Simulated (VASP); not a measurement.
Input of a VASP 6.6.1 run:

File INCAR:

```
ALGO = Normal ; EDIFF = 1E-6
ENCUT = 520 ; GGA = PE
ISIF = 2 ; ISMEAR = 0
LASPH = True ; LCHARG = True
LELF = True ; LREAL = False
LVHAR = True ; LWAVE = False
NBANDS = 28 ; NELM = 60
PREC = Accurate ; SIGMA = 0.02
```

File KPOINTS:

```
k-points
0
Gamma
  8 8 8
```

The input POSCAR:

```
BaTiO3
1.0
    3.9692695319      0.0000000000      0.0000000000
    0.0000000000      2.9289594401      2.9663295060
    0.0000000000     -2.9289594401      2.9663295060
Ba Ti O
1 1 3
Direct
    0.0000000000      0.0153930753      0.0153930753
    0.5000000000      0.5322069318      0.5322069318
    0.0000000000      0.4842630293      0.4842630293
    0.5000000000      0.4934555057      0.9709014579
    0.5000000000      0.9709014579      0.4934555057
```

Potentials or basis: VASP PAW PBE potentials, release 64 (Ba_sv, Ti_sv, O).

Run with:

```sh
$ cat potpaw_PBE.64/Ba_sv/POTCAR potpaw_PBE.64/Ti_sv/POTCAR potpaw_PBE.64/O/POTCAR > POTCAR
$ mpirun -np 1 vasp_std > vasp.out
```

Estimate the largest force.

0.102 eV/Å.

Predict the pressure.

-0.8 GPa.

What does it give for the band gap on the k mesh?

2.50 eV (least direct gap 3.13 eV).

Forces on the atoms (eV/Å):
```
Ba   0.000  0.000 -0.053
Ti   0.000  0.000 -0.102
O    0.000  0.000  0.025
O    0.000 -0.041  0.065
O    0.000  0.041  0.065
```

Caveat: spin-orbit coupling is left out, which moves the levels of the heavy elements. A k mesh can miss the band edges.
